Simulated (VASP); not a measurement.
The system is Sc.

```
Sc
1.0
     0.00000    2.32685    2.32685
     2.32685    0.00000    2.32685
     2.32685    2.32685    0.00000
Sc
1
Direct
  0.00000 0.00000 0.00000
```

Base run:

- Program: VASP 6.6.1
- Functional: PBE
- Potentials or basis: VASP PAW PBE potentials, release 64 (Sc_sv)
- Cutoff: 500 eV
- k mesh: 8 × 8 × 8
- Occupations: gaussian, width 0.1 eV
- Spin: no spin polarisation

Its results: pressure -1.0 GPa.

Q: After a change of settings the same cell gave: pressure -3.5 GPa. Which change was it?
A. cutoff from 500 eV to 520 eV; dispersion from none to D3(BJ)
B. occupations from gaussian, width 0.1 eV to methfessel-paxton, width 0.21 eV
C. occupations from gaussian, width 0.1 eV to tetrahedron
D. functional from PBE to revPBE

A: A.

Caveats: pairwise dispersion overbinds metals, which lowers pressure and volume (some runs).
